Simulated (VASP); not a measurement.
# KF (I4/mmm) in VASP: a series of runs, part 2 of 2

VASP 6.6.1. Earlier steps stand in the parts before.

## Step 5: Single point, r2SCAN (strain +0.050 along x and y, -0.025 along z)

File POSCAR:

```
KF
1.0
    0.0000000000      2.8071750000      2.6066625000
    2.8071750000      0.0000000000      2.6066625000
    2.8071750000      2.8071750000      0.0000000000
K F
1 1
Direct
    0.0000000000      0.0000000000      0.0000000000
    0.5000000000      0.5000000000      0.5000000000
```

File INCAR.step1:

```
ALGO     = Normal         # electronic algorithm
EDIFF    = 1E-4           # SCF threshold, eV
ENCUT    = 520            # plane-wave cutoff, eV
GGA      = PE             # functional
ISMEAR   = 0              # smearing method
LASPH    = True           # aspherical terms in the spheres
LCHARG   = False          # write CHGCAR
LREAL    = False          # projectors in reciprocal space
LWAVE    = True           # write WAVECAR
NBANDS   = 15             # bands
NELM     = 60             # most SCF steps
PREC     = Accurate       # precision mode
SIGMA    = 0.05           # smearing width, eV
```

File INCAR.step2:

```
ALGO     = Normal         # electronic algorithm
EDIFF    = 1E-6           # SCF threshold, eV
ENCUT    = 520            # plane-wave cutoff, eV
ISIF     = 2              # what is computed and relaxed
ISMEAR   = 0              # smearing method
ISTART   = 1            
LASPH    = True           # aspherical terms in the spheres
LCHARG   = False          # write CHGCAR
LMIXTAU  = True         
LREAL    = False          # projectors in reciprocal space
LWAVE    = False          # write WAVECAR
METAGGA  = R2SCAN         # meta-GGA
NBANDS   = 15             # bands
NELM     = 60             # most SCF steps
PREC     = Accurate       # precision mode
SIGMA    = 0.05           # smearing width, eV
```

File KPOINTS:

```
k-points
0
Gamma
  8 8 8
```

Potentials or basis: VASP PAW PBE potentials, release 64 (K_sv, F).

Launch:

```sh
> cat potpaw_PBE.64/K_sv/POTCAR potpaw_PBE.64/F/POTCAR > POTCAR
> cp INCAR.step1 INCAR
> mpirun -np 1 vasp_std > vasp.out
> cp INCAR.step2 INCAR
> mpirun -np 1 vasp_std > vasp.out
```

OUTCAR:

```text
EDIFF = 1E-6
   ENCUT = 520
   ISIF = 2
   ISMEAR = 0
   ISTART = 1
   LASPH = True
   LREAL = False
   METAGGA = R2SCAN
   NELM = 60
   PREC = Accurate

 ion  position               nearest neighbor table
   1  0.000  0.000  0.000-   2 2.61   2 2.61   2 2.81   2 2.81   2 2.81   2 2.81
   2  0.500  0.500  0.500-   1 2.61   1 2.61   1 2.81   1 2.81   1 2.81   1 2.81

  LATTYP: Found a body centered tetragonal cell.
 ALAT       =     3.9699449570
 C/A-ratio  =     1.3131983079

  Lattice vectors:

 A1 = (   0.0000000000,  -2.8071750000,  -2.6066625000)
 A2 = (   0.0000000000,   2.8071750000,  -2.6066625000)
 A3 = (   2.8071750000,   0.0000000000,   2.6066625000)

Analysis of symmetry for initial positions (statically):
=====================================================================
 Subroutine PRICEL returns:
 Original cell was already a primitive cell.

 Routine SETGRP: Setting up the symmetry group for a
 body centered tetragonal supercell.

 Subroutine GETGRP returns: Found 16 space group operations
 (whereof 16 operations were pure point group operations)
 out of a pool of 16 trial point group operations.

The static configuration has the point symmetry D_4h.

Analysis of symmetry for dynamics (positions and initial velocities):
=====================================================================
 Subroutine PRICEL returns:
 Original cell was already a primitive cell.

 Routine SETGRP: Setting up the symmetry group for a
 body centered tetragonal supercell.

 Subroutine GETGRP returns: Found 16 space group operations
 (whereof 16 operations were pure point group operations)
 out of a pool of 16 trial point group operations.

The dynamic configuration has the point symmetry D_4h.

 Subroutine INISYM returns: Found 16 space group operations
 (whereof 16 operations are pure point group operations),
 and found     1 'primitive' translations

----------------------------------------------------------------------------------------

                                     Primitive cell

  volume of cell :      41.0822

  direct lattice vectors                    reciprocal lattice vectors
     0.000000000  2.807175000  2.606662500    -0.178115009  0.178115009  0.191816163
     2.807175000  0.000000000  2.606662500     0.178115009 -0.178115009  0.191816163
     2.807175000  2.807175000  0.000000000     0.178115009  0.178115009 -0.191816163

  length of vectors
     3.830785934  3.830785934  3.969944957     0.316612308  0.316612308  0.316612308

  position of ions in fractional coordinates (direct lattice)
     0.000000000  0.000000000  0.000000000
     0.500000000  0.500000000  0.500000000

  ion indices of the primitive-cell ions
   primitive index   ion index
                 1           1
                 2           2

----------------------------------------------------------------------------------------

 KPOINTS: k-points

Automatic generation of k-mesh.
 Grid dimensions read from file:
 generate k-points for:    8    8    8

 Generating k-lattice:

[... 40 lines left out ...]
  0.250000 -0.000000  0.125000     16.000000
  0.375000 -0.000000  0.125000     16.000000
 [... further k-points ...]
   k-points           NKPTS =     59   k-points in BZ     NKDIM =     59   number of bands    NBANDS=     15
   number of dos      NEDOS =    301   number of ions     NIONS =      2
   total plane-waves  NPLWV =  23520
   dimension x,y,z NGX =    28 NGY =   28 NGZ =   30
   dimension x,y,z NGXF=    56 NGYF=   56 NGZF=   60
   ions per type =               1   1
   NGX,Y,Z   is equivalent  to a cutoff of  12.15, 12.15, 12.56 a.u.
   NGXF,Y,Z  is equivalent  to a cutoff of  24.30, 24.30, 25.13 a.u.
 SYSTEM =  unknown system
   PREC   = accura    normal or accurate (medium, high low for compatibility)
   ISTART =      1    job   : 0-new  1-cont  2-samecut
   ICHARG =      0    charge: 1-file 2-atom 10-const
   ISPIN  =      1    spin polarized calculation?
   LNONCOLLINEAR =      F non collinear calculations
   LSORBIT =      F    spin-orbit coupling
   LASPH  =      T    aspherical Exc in radial PAW
   ENCUT  =  520.0 eV  38.22 Ry    6.18 a.u.   7.12  7.12  7.38*2*pi/ulx,y,z
   NELM   =     60;   NELMIN=  2; NELMDL=  0     # of ELM steps
   EDIFF  = 0.1E-05   stopping-criterion for ELM
   LREAL  =      F    real-space projection
   EDIFFG = 0.1E-04   stopping-criterion for IOM
   NSW    =      0    number of steps for IOM
   IBRION =     -1    ionic relax: 0-MD 1-quasi-New 2-CG
   NFREE  =      0    steps in history (QN), initial steepest desc. (CG)
   ISIF   =      2    stress and relaxation
   ISYM   =      2    0-nonsym 1-usesym 2-fastsym
   POTIM  = 0.5000    time-step for ionic-motion
   TEBEG  =    0.0;   TEEND  =   0.0 temperature during run
   PSTRESS=    0.0 pullay stress
   NELECT =      16.0000    total number of electrons
   NUPDOWN=      -1.0000    fix difference up-down
   EMIN   =  10.00;   EMAX   =-10.00  energy-range for DOS
   EFERMI =   0.00;   METHOD = LEGACY
   ISMEAR =     0;   SIGMA  =   0.05  broadening in eV -4-tet -1-fermi 0-gaus
   EFERMI_NEDOS =   21; number of points for ismear=-14 and -15
   IALGO  =     38    algorithm
   IMIX   =      4    mixing-type and parameters
     AMIX     =   0.40;   BMIX     =  1.00
     AMIX_MAG =   1.60;   BMIX_MAG =  1.00
  volume/ion in A,a.u.               =      20.54       138.62
  Fermi-wavevector in a.u.,A,eV,Ry     =   1.195539  2.259240 19.446975  1.429312
  Thomas-Fermi vector in A             =   2.331501
   LORBIT       =      0    0 simple, 1 ext, 2 COOP (PROOUT), +10 PAW based schemes
   METAGGA = R2SCAN    functional components
   LHFCALC =     F    Hartree Fock is set to
   AEXX    =    0.0000 exact exchange contribution
   IVDW    =     0    specifies the selected vdW correction
   LEPSILON=     F    determine dielectric tensor
   LRPA    =     F    only Hartree local field effects (RPA)
 non-spin polarized calculation
 Gauss-broadening in eV      SIGMA  =   0.05
  energy-cutoff  :      520.00
  volume of cell :       41.08
 maximum number of plane-waves:      1122
   NGX = 15   NGY = 15   NGZ = 15

 number of electron      15.9999990 magnetization

 Free energy of the ion-electron system (eV)
  ---------------------------------------------------
  ext. energy  EPLUGINS =         0.00000000
  ---------------------------------------------------
  free energy    TOTEN  =       -14.92665583 eV

  energy without entropy =      -14.92665583  energy(sigma->0) =      -14.92665583

 E-fermi :  -3.2041     XC(G=0):  -8.5226

 val. band max:       -3.4573642471   @ k =   0.0000   0.0000   0.0000
 cond. band min:       2.9022435554   @ k =   0.0000   0.0000   0.0000
 fundamental gap:      6.3596078026
 Fermi energy:        -3.2041244673

 k-point     1 :       0.0000    0.0000    0.0000
  band No.  band energies     occupation
      1     -30.8498      2.00000
      2     -23.2854      2.00000
      3     -13.3950      2.00000
      4     -13.3950      2.00000
      5     -13.3671      2.00000
      6      -3.5560      2.00000
      7      -3.5560      2.00000
      8      -3.4574      2.00000
      9       2.9022      0.00000
     10       7.6231      0.00000
     11       7.6231      0.00000
     12       8.0100      0.00000
     13       9.1223      0.00000
     14       9.9067      0.00000
[... 401 lines left out ...]
      2     -23.3232      2.00000
      3     -13.5786      2.00000
      4     -13.4599      2.00000
      5     -13.4041      2.00000
      6      -4.0266      2.00000
      7      -3.7410      2.00000
      8      -3.6820      2.00000
      9       5.3016      0.00000
     10       6.6490      0.00000
     11       8.6994      0.00000
     12       9.1787      0.00000
     13      10.1907      0.00000
     14      10.7785      0.00000
     15      14.0583      0.00000

 [... further k-points ...]

------------------------ aborting loop because EDIFF is reached ----------------------------------------

  FORCE on cell =-STRESS in cart. coord.  units (eV):
  Direction    XX          YY          ZZ          XY          YZ          ZX
  --------------------------------------------------------------------------------------
  -------------------------------------------------------------------------------------
  Total       -0.8389185     -0.8389185      0.0297270      0.0000000      0.0000000     -0.0000000
  in kB      -32.7172353    -32.7172353      1.1593305      0.0000000      0.0000000     -0.0000000
  external PRESSURE =     -21.4250467 kB  Pullay stress =       0.0000000 kB

 VOLUME and BASIS-vectors are now :
 -----------------------------------------------------------------------------
  energy-cutoff  :      520.00
  volume of cell :       41.08
      direct lattice vectors                 reciprocal lattice vectors
     0.000000000  2.807175000  2.606662500    -0.178115009  0.178115009  0.191816163
     2.807175000  0.000000000  2.606662500     0.178115009 -0.178115009  0.191816163
     2.807175000  2.807175000  0.000000000     0.178115009  0.178115009 -0.191816163

 POSITION                                       TOTAL-FORCE (eV/Angst)
 -----------------------------------------------------------------------------------
      0.00000      0.00000      0.00000         0.000000      0.000000      0.000000
      2.80717      2.80717      2.60666         0.000000      0.000000     -0.000000
 -----------------------------------------------------------------------------------
    total drift:                                0.000000      0.000000      0.000000

  FREE ENERGIE OF THE ION-ELECTRON SYSTEM (eV)
  ---------------------------------------------------
  free  energy   TOTEN  =       -14.9266558286 eV

  energy  without entropy=      -14.9266558286  energy(sigma->0) =      -14.92665583
```

Run time: 2.5 min. Hardware: 1 thread of Intel Xeon 8259CL, shared host; peak memory 0.19 GiB.

Results:

```
Free energy            : -14.9267 eV
Pressure               : -2.1 GPa
Band gap on the k mesh : 6.36 eV
```

Caveat: the cell differs from its parent crystal (strain +0.050 along x and y, -0.025 along z); the PAW data sets were made with another functional, which shifts forces and pressure a little. A k mesh can miss the band edges.

## Step 6: Single point, r2SCAN (strain +0.050 along x and y, +0.000 along z)

File POSCAR:

```
KF
1.0
    0.0000000000      2.8071750000      2.6735000000
    2.8071750000      0.0000000000      2.6735000000
    2.8071750000      2.8071750000      0.0000000000
K F
1 1
Direct
    0.0000000000      0.0000000000      0.0000000000
    0.5000000000      0.5000000000      0.5000000000
```

File INCAR.step1:

```
PREC = Accurate ; ENCUT = 520
ISMEAR = 0 ; SIGMA = 0.05
LREAL = False ; LASPH = True
NELM = 60 ; NBANDS = 15
GGA = PE ; ALGO = Normal
EDIFF = 1E-4 ; LWAVE = True
LCHARG = False
```

File INCAR.step2:

```
PREC = Accurate ; ENCUT = 520
EDIFF = 1E-7 ; ISMEAR = 0
SIGMA = 0.05 ; LREAL = False
LASPH = True ; NELM = 60
ALGO = Normal ; ISIF = 2
LWAVE = False ; LCHARG = True
METAGGA = R2SCAN ; LMIXTAU = True
LELF = True ; LVHAR = True
NBANDS = 15 ; ISTART = 1
```

File KPOINTS:

```
Automatic mesh
0
Gamma
  8 8 8
```

Potentials or basis: VASP PAW PBE potentials, release 64 (K_sv, F).

Launch:

```sh
> cat potpaw_PBE.64/K_sv/POTCAR potpaw_PBE.64/F/POTCAR > POTCAR
> cp INCAR.step1 INCAR
> mpirun -np 1 vasp_std > vasp.out
> cp INCAR.step2 INCAR
> mpirun -np 1 vasp_std > vasp.out
```

It took 3.7 min on 1 thread of Intel Xeon 8259CL, shared host; peak memory 0.19 GiB.

It converged, with:

```yaml
Free_energy: -14.9222 eV
Pressure: -2.9 GPa
Band_gap_on_the_k_mesh: 6.28 eV
```

Stress tensor (GPa, compression positive):
```
-3.53  0.00  0.00
 0.00 -3.53  0.00
 0.00  0.00 -1.78
```

Levels at points of the mesh, in eV from the valence-band top:
| k point | band 4 | band 5 | band 6 | band 7 | band 8 | band 9 | band 10 | band 11 | band 12 | band 13 |
| --- | --- | --- | --- | --- | --- | --- | --- | --- | --- | --- |
| (0.00, 0.00, 0.00) | -10.01 | -9.98 | -0.05 | -0.05 | 0.00 | 6.28 | 11.06 | 11.06 | 11.32 | 12.63 |
| (0.50, 0.00, 0.00) | -10.05 | -9.99 | -0.70 | -0.31 | -0.30 | 9.22 | 10.48 | 12.28 | 12.59 | 14.58 |
| (0.50, 0.50, 0.00) | -10.18 | -10.18 | -0.21 | -0.13 | -0.13 | 8.51 | 10.69 | 11.89 | 14.04 | 14.49 |
| (0.50, 0.00, 0.50) | -10.14 | -10.13 | -0.31 | -0.12 | -0.06 | 8.71 | 10.62 | 11.45 | 14.07 | 14.31 |

Caveat: the cell differs from its parent crystal (strain +0.050 along x and y, +0.000 along z); the PAW data sets were made with another functional, which shifts forces and pressure a little.

## Step 7: Summary

| cell | gap on the mesh (eV) | pressure (GPa) |
| --- | --- | --- |
| a = 3.831, b = 3.831, c = 3.686 Å, angles 61.2, 61.2, 57.5°, 2 atoms | 6.76 | 0.0 |
| a = 3.736, b = 3.736, c = 3.875 Å, angles 58.8, 58.8, 62.5°, 2 atoms | 6.70 | 0.1 |
| a = 3.782, b = 3.782, c = 3.875 Å, angles 59.2, 59.2, 61.6°, 2 atoms | 6.63 | -1.1 |
| a = 3.831, b = 3.831, c = 3.970 Å, angles 58.8, 58.8, 62.4°, 2 atoms | 6.36 | -2.1 |
| a = 3.877, b = 3.877, c = 3.970 Å, angles 59.2, 59.2, 61.6°, 2 atoms | 6.28 | -2.9 |

Alike in all rows: task single point; level r2SCAN; potentials or basis VASP PAW PBE potentials, release 64 (K_sv, F); no spin polarisation; k mesh 8 × 8 × 8; cutoff (eV) 520; smearing gaussian 0.05 eV.

Caveats: the PAW data sets were made with another functional, which shifts forces and pressure a little.

Total energies depend on the potentials used, so only differences within one code and one set of settings carry meaning.
